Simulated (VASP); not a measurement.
# Al2O3 (P-6m2) in VASP: notebook

Al2O3 is run at these levels: PBE+D3(BJ); tasks: single point.

All numbers are computed with VASP 6.6.1; they aren't measurements. Logs are shortened: lines on timing, memory, paths and dates and some standing lists are left out, and cuts for length are marked.

**1. The cell of the first run**

It takes space group P-6m2 (No. 187, hexagonal). The conventional cell has a = 2.781 Å, b = 2.781 Å, c = 6.640 Å, α = 90.00°, β = 90.00°, γ = 120.00°. Within 2.3 Å of Al (site symmetry 3m) lie 6 O at 1.72 to 2.05 Å. Within 2.3 Å of O (site symmetry 3m) lie 3 Al at 1.72 Å. O (site symmetry -6m2) has 6 Al at 2.05 Å and 12 O at 2.48 to 2.78 Å within 2.8 Å.

**2. Single point, PBE+D3(BJ)**

Contents of INCAR:

```
SYSTEM = Al2O3
PREC = Accurate
ENCUT = 520
EDIFF = 1E-7
ISMEAR = 0
SIGMA = 0.05
LREAL = .FALSE.
LASPH = .TRUE.
NELM = 100
ALGO = Normal
ISIF = 2
LWAVE = .FALSE.
LCHARG = .FALSE.
GGA = PE
IVDW = 12
NBANDS = 20
```

Contents of KPOINTS:

```
Automatic mesh
0
G
  9 9 4
  0 0 0
```

Contents of POSCAR:

```
Al2O3
1.0
    2.7812000000      0.0000000000      0.0000000000
   -1.3906000000      2.4085898530      0.0000000000
    0.0000000000      0.0000000000      6.6396000000
Al O
2 3
Direct
    0.0000000000      0.0000000000      0.1907358529
    0.0000000000      0.0000000000      0.8092641471
    0.3333333333      0.6666666667      0.2840924954
    0.6666666667      0.3333333333      0.0000000000
    0.3333333333      0.6666666667      0.7159075046
```

Potentials or basis: VASP PAW PBE potentials, release 64 (Al, O).

Started as:

```bash
cat potpaw_PBE.64/Al/POTCAR potpaw_PBE.64/O/POTCAR > POTCAR
mpirun -np 1 vasp_std > vasp.out
```

OUTCAR:

```text
SYSTEM = Al2O3
   PREC = Accurate
   ENCUT = 520
   EDIFF = 1E-7
   ISMEAR = 0
   LREAL = .FALSE.
   LASPH = .TRUE.
   NELM = 100
   ISIF = 2
   GGA = PE
   IVDW = 12
 IVDW          = 12

 ion  position               nearest neighbor table
   1  0.000  0.000  0.191-   3 1.72   3 1.72   3 1.72   4 2.05   4 2.05   4 2.05   2 2.53
   2  0.000  0.000  0.809-   5 1.72   5 1.72   5 1.72   4 2.05   4 2.05   4 2.05   1 2.53
   3  0.333  0.667  0.284-   1 1.72   1 1.72   1 1.72
   4  0.667  0.333  0.000-   1 2.05   2 2.05   1 2.05   2 2.05   1 2.05   2 2.05
   5  0.333  0.667  0.716-   2 1.72   2 1.72   2 1.72

  LATTYP: Found a hexagonal cell.
 ALAT       =     2.7812000000
 C/A-ratio  =     2.3873148281

  Lattice vectors:

 A1 = (   2.7812000000,   0.0000000000,   0.0000000000)
 A2 = (  -1.3906000000,   2.4085898530,   0.0000000000)
 A3 = (   0.0000000000,   0.0000000000,   6.6396000000)

Analysis of symmetry for initial positions (statically):
=====================================================================
 Subroutine PRICEL returns:
 Original cell was already a primitive cell.

 Routine SETGRP: Setting up the symmetry group for a
 hexagonal supercell.

 Subroutine GETGRP returns: Found 12 space group operations
 (whereof 12 operations were pure point group operations)
 out of a pool of 24 trial point group operations.

The static configuration has the point symmetry D_3h.

Analysis of symmetry for dynamics (positions and initial velocities):
=====================================================================
 Subroutine PRICEL returns:
 Original cell was already a primitive cell.

 Routine SETGRP: Setting up the symmetry group for a
 hexagonal supercell.

 Subroutine GETGRP returns: Found 12 space group operations
 (whereof 12 operations were pure point group operations)
 out of a pool of 24 trial point group operations.

The dynamic configuration has the point symmetry D_3h.

 Subroutine INISYM returns: Found 12 space group operations
 (whereof 12 operations are pure point group operations),
 and found     1 'primitive' translations

----------------------------------------------------------------------------------------

                                     Primitive cell

  volume of cell :      44.4772

  direct lattice vectors                    reciprocal lattice vectors
     2.781200000  0.000000000  0.000000000     0.359557026  0.207590346  0.000000000
    -1.390600000  2.408589853  0.000000000     0.000000000  0.415180691  0.000000000
     0.000000000  0.000000000  6.639600000     0.000000000  0.000000000  0.150611483

  length of vectors
     2.781200000  2.781200000  6.639600000     0.415180691  0.415180691  0.150611483

  position of ions in fractional coordinates (direct lattice)
     0.000000000  0.000000000  0.190735853
     0.000000000  0.000000000  0.809264147
     0.333333333  0.666666667  0.284092495
     0.666666667  0.333333333  0.000000000
     0.333333333  0.666666667  0.715907505

  ion indices of the primitive-cell ions
   primitive index   ion index
                 1           1
                 2           2
                 3           3
                 4           4
                 5           5

----------------------------------------------------------------------------------------

 KPOINTS: Automatic mesh

Automatic generation of k-mesh.
 Grid dimensions read from file:
 generate k-points for:    9    9    4

 Generating k-lattice:

  Cartesian coordinates                     Fractional coordinates (reciprocal lattice)
     0.039950781  0.023065594  0.000000000     0.111111111  0.000000000  0.000000000
     0.000000000  0.046131188  0.000000000     0.000000000  0.111111111  0.000000000
     0.000000000  0.000000000  0.037652871     0.000000000  0.000000000  0.250000000

  Length of vectors
     0.046131188  0.046131188  0.037652871

  Shift w.r.t. Gamma in fractional coordinates (k-lattice)
     0.000000000  0.000000000  0.000000000

 Subroutine IBZKPT returns following result:
 ===========================================

 Found     36 irreducible k-points:

 Following reciprocal coordinates:
            Coordinates               Weight
  0.000000  0.000000  0.000000      1.000000
  0.111111  0.000000  0.000000      6.000000
  0.222222  0.000000  0.000000      6.000000
  0.333333  0.000000  0.000000      6.000000
  0.444444  0.000000  0.000000      6.000000
  0.111111  0.111111  0.000000      6.000000
[... 16 lines left out ...]
  0.333333  0.222222  0.250000     24.000000
  0.333333  0.333333  0.250000      4.000000
 [... further k-points ...]
   k-points           NKPTS =     36   k-points in BZ     NKDIM =     36   number of bands    NBANDS=     20
   number of dos      NEDOS =    301   number of ions     NIONS =      5
   total plane-waves  NPLWV =  28800
   dimension x,y,z NGX =    24 NGY =   24 NGZ =   50
   dimension x,y,z NGXF=    48 NGYF=   48 NGZF=  100
   ions per type =               2   3
   NGX,Y,Z   is equivalent  to a cutoff of  14.35, 14.35, 12.52 a.u.
   NGXF,Y,Z  is equivalent  to a cutoff of  28.69, 28.69, 25.04 a.u.
 SYSTEM =  Al2O3
   PREC   = accura    normal or accurate (medium, high low for compatibility)
   ISTART =      0    job   : 0-new  1-cont  2-samecut
   ICHARG =      2    charge: 1-file 2-atom 10-const
   ISPIN  =      1    spin polarized calculation?
   LNONCOLLINEAR =      F non collinear calculations
   LSORBIT =      F    spin-orbit coupling
   LASPH  =      T    aspherical Exc in radial PAW
   ENCUT  =  520.0 eV  38.22 Ry    6.18 a.u.   5.17  5.17 12.35*2*pi/ulx,y,z
   NELM   =    100;   NELMIN=  2; NELMDL= -5     # of ELM steps
   EDIFF  = 0.1E-06   stopping-criterion for ELM
   LREAL  =      F    real-space projection
   EDIFFG = 0.1E-05   stopping-criterion for IOM
   NSW    =      0    number of steps for IOM
   IBRION =     -1    ionic relax: 0-MD 1-quasi-New 2-CG
   NFREE  =      0    steps in history (QN), initial steepest desc. (CG)
   ISIF   =      2    stress and relaxation
   ISYM   =      2    0-nonsym 1-usesym 2-fastsym
   POTIM  = 0.5000    time-step for ionic-motion
   TEBEG  =    0.0;   TEEND  =   0.0 temperature during run
   PSTRESS=    0.0 pullay stress
   NELECT =      24.0000    total number of electrons
   NUPDOWN=      -1.0000    fix difference up-down
   EMIN   =  10.00;   EMAX   =-10.00  energy-range for DOS
   EFERMI =   0.00;   METHOD = LEGACY
   ISMEAR =     0;   SIGMA  =   0.05  broadening in eV -4-tet -1-fermi 0-gaus
   EFERMI_NEDOS =   21; number of points for ismear=-14 and -15
   IALGO  =     38    algorithm
   IMIX   =      4    mixing-type and parameters
     AMIX     =   0.40;   BMIX     =  1.00
     AMIX_MAG =   1.60;   BMIX_MAG =  1.00
  volume/ion in A,a.u.               =       8.90        60.03
  Fermi-wavevector in a.u.,A,eV,Ry     =   1.332804  2.518634 24.168929  1.776366
  Thomas-Fermi vector in A             =   2.461711
   LORBIT       =      0    0 simple, 1 ext, 2 COOP (PROOUT), +10 PAW based schemes
   GGA     = PE    functional components
   LHFCALC =     F    Hartree Fock is set to
   AEXX    =    0.0000 exact exchange contribution
   IVDW    =    12    specifies the selected vdW correction
   LEPSILON=     F    determine dielectric tensor
   LRPA    =     F    only Hartree local field effects (RPA)
 non-spin polarized calculation
 Gauss-broadening in eV      SIGMA  =   0.05
  energy-cutoff  :      520.00
  volume of cell :       44.48
 maximum number of plane-waves:      1216
 NGX is ok and might be reduce to    24
   NGX = 11   NGY = 11   NGZ = 25

 number of electron      24.0000007 magnetization

 Free energy of the ion-electron system (eV)
  ---------------------------------------------------
  ext. energy  EPLUGINS =         0.00000000
  ---------------------------------------------------
  free energy    TOTEN  =       -35.42514142 eV

  energy without entropy =      -35.42514142  energy(sigma->0) =      -35.42514142

 E-fermi :   5.9924     XC(G=0): -11.0991

 val. band max:        5.6900756968   @ k =   0.1111   0.1111   0.0000
 cond. band min:      10.8425868643   @ k =   0.0000   0.0000   0.0000
 fundamental gap:      5.1525111675
 Fermi energy:         5.9924075865

 k-point     1 :       0.0000    0.0000    0.0000
  band No.  band energies     occupation
      1     -14.9265      2.00000
      2     -12.9138      2.00000
      3     -11.6672      2.00000
      4      -0.0979      2.00000
      5       2.5473      2.00000
      6       3.0651      2.00000
[... 12 lines left out ...]
     19      21.4533      0.00000
     20      21.4533      0.00000

 k-point     2 :       0.1111    0.0000    0.0000
  band No.  band energies     occupation
      1     -14.7468      2.00000
      2     -12.7800      2.00000
      3     -11.6101      2.00000
      4      -0.0565      2.00000
      5       1.8442      2.00000
      6       2.8854      2.00000
[... 12 lines left out ...]
     19      21.0084      0.00000
     20      21.7596      0.00000

 k-point     3 :       0.2222    0.0000    0.0000
  band No.  band energies     occupation
      1     -14.2409      2.00000
      2     -12.4205      2.00000
      3     -11.4860      2.00000
      4      -0.1238      2.00000
      5       0.4279      2.00000
      6       2.2823      2.00000
[... 12 lines left out ...]
     19      21.3510      0.00000
     20      21.8625      0.00000

 k-point     4 :       0.3333    0.0000    0.0000
  band No.  band energies     occupation
      1     -13.5238      2.00000
      2     -11.9666      2.00000
      3     -11.4250      2.00000
      4      -0.9949      2.00000
      5      -0.6432      2.00000
      6       1.1446      2.00000
[... 429 lines left out ...]
 k-point    23 :       0.3333    0.2222    0.2500
  band No.  band energies     occupation
      1     -12.6015      2.00000
      2     -11.5731      2.00000
      3     -11.4653      2.00000
      4      -1.4965      2.00000
      5      -0.8773      2.00000
      6       0.1932      2.00000
[... 12 lines left out ...]
     19      20.3708      0.00000
     20      20.5323      0.00000

 k-point    24 :       0.3333    0.3333    0.2500
  band No.  band energies     occupation
      1     -12.3802      2.00000
      2     -11.5648      2.00000
      3     -11.4435      2.00000
      4      -1.4560      2.00000
      5      -0.7074      2.00000
      6      -0.1236      2.00000
[... 12 lines left out ...]
     19      20.0835      0.00000
     20      20.3978      0.00000

 [... further k-points ...]

------------------------ aborting loop because EDIFF is reached ----------------------------------------

 Edisp (eV)   -1.13611

 E8    (eV) :    -0.4299

  FORCE on cell =-STRESS in cart. coord.  units (eV):
  Direction    XX          YY          ZZ          XY          YZ          ZX
  --------------------------------------------------------------------------------------
  -------------------------------------------------------------------------------------
  Total       8.85651     8.85651    10.81088    -0.00000     0.00000    -0.00000
  in kB     319.03344   319.03344   389.43470    -0.00000     0.00000    -0.00000
  external pressure =      342.50 kB  Pullay stress =        0.00 kB

 VOLUME and BASIS-vectors are now :
 -----------------------------------------------------------------------------
  energy-cutoff  :      520.00
  volume of cell :       44.48
      direct lattice vectors                 reciprocal lattice vectors
     2.781200000  0.000000000  0.000000000     0.359557026  0.207590346  0.000000000
    -1.390600000  2.408589853  0.000000000     0.000000000  0.415180691  0.000000000
     0.000000000  0.000000000  6.639600000     0.000000000  0.000000000  0.150611483

 POSITION                                       TOTAL-FORCE (eV/Angst)
 -----------------------------------------------------------------------------------
      0.00000      0.00000      1.26641        -0.000000      0.000000      0.694326
      0.00000      0.00000      5.37319        -0.000000      0.000000     -0.694326
     -0.00000      1.60573      1.88626         0.000000      0.000000      2.124638
      1.39060      0.80286      0.00000         0.000000     -0.000000      0.000000
     -0.00000      1.60573      4.75334        -0.000000      0.000000     -2.124638
 -----------------------------------------------------------------------------------
    total drift:                                0.000000     -0.000000      0.000000

  FREE ENERGIE OF THE ION-ELECTRON SYSTEM (eV)
  ---------------------------------------------------
  free  energy   TOTEN  =       -36.5612508054 eV

  energy  without entropy=      -36.5612508054  energy(sigma->0) =      -36.56125081
```

It took 18 s on 1 thread of AMD EPYC 9R45 (Zen 5), shared host; peak memory 0.16 GiB.

Results:

```
Free energy                : -36.5613 eV
Pressure                   : 34.3 GPa
Largest force              : 2.125 eV/Å
Band gap on the k mesh     : 5.15 eV (least direct gap 5.29 eV)
Dispersion energy per atom : -0.227 eV
```

Forces in eV/Å, atoms in the order of the input:
```
Al   0.000  0.000  0.694
Al   0.000  0.000 -0.694
O    0.000  0.000  2.125
O    0.000  0.000  0.000
O    0.000  0.000 -2.125
```

Stress tensor (GPa, compression positive):
```
31.90  0.00  0.00
 0.00 31.90  0.00
 0.00  0.00 38.94
```

Caveat: the cell stands under pressure; an odd mesh through Γ misses points on the zone boundary, where band edges can lie; forces of over 1 eV/Å act on the atoms, so gaps and moduli don't describe the material at rest.

**3. Single point, PBE+D3(BJ)**

This run uses another cell than the first one, of 9.19 Å³/atom.

Contents of INCAR:

```
PREC     = Accurate       # precision mode
ENCUT    = 520            # plane-wave cutoff, eV
EDIFF    = 1E-6           # SCF threshold, eV
ISMEAR   = 0              # smearing method
SIGMA    = 0.05           # smearing width, eV
LREAL    = F              # projectors in reciprocal space
LASPH    = T              # aspherical terms in the spheres
NELM     = 80             # most SCF steps
ALGO     = Normal         # electronic algorithm
ISIF     = 2              # what is computed and relaxed
LWAVE    = F              # write WAVECAR
LCHARG   = F              # write CHGCAR
GGA      = PE             # functional
IVDW     = 12             # dispersion correction
NBANDS   = 20             # bands
```

Contents of KPOINTS:

```
regular mesh
0
Gamma
  9 9 4
```

POSCAR: that of step 2 with these lines changed.

```diff
@@ -4,3 +4,3 @@
    -1.3906000000      2.4085898530      0.0000000000
-    0.0000000000      0.0000000000      6.6396000000
+    0.0000000000      0.0000000000      6.8585000000
 Al O
```

Potentials or basis: VASP PAW PBE potentials, release 64 (Al, O).

Started as:

```bash
cat potpaw_PBE.64/Al/POTCAR potpaw_PBE.64/O/POTCAR > POTCAR
mpirun -np 1 vasp_std > vasp.out
```

It took 19 s on 1 thread of AMD EPYC 9R45 (Zen 5), shared host; peak memory 0.17 GiB.

Results (log left out):

```yaml
Free_energy: -36.8574 eV
Pressure: 26.9 GPa
Largest_force: 1.660 eV/Å
Band_gap_on_the_k_mesh: 5.30 eV (least direct gap 5.45 eV)
Dispersion_energy_per_atom: -0.220 eV
```

Forces on the atoms (eV/Å):
```
Al   0.000  0.000  0.139
Al   0.000  0.000 -0.139
O    0.000  0.000  1.660
O    0.000  0.000  0.000
O    0.000  0.000 -1.660
```

Stress tensor (GPa, compression positive):
```
27.61  0.00  0.00
 0.00 27.61  0.00
 0.00  0.00 25.53
```

Levels at points of the mesh, in eV from the valence-band top:
```tsv
k point	band 8	band 9	band 10	band 11	band 12	band 13	band 14	band 15	band 16	band 17
(0.00, 0.00, 0.00)	-1.60	-1.60	-1.13	-1.13	-0.15	5.30	8.01	9.68	12.61	15.27
(0.00, 0.00, 0.50)	-1.64	-1.64	-1.11	-1.11	-1.09	5.78	8.06	8.94	13.52	15.30
```

Caveat: the cell stands under pressure; an odd mesh through Γ misses points on the zone boundary, where band edges can lie; forces of over 1 eV/Å act on the atoms, so gaps and moduli don't describe the material at rest.

(Continued in part 2 of 2.)
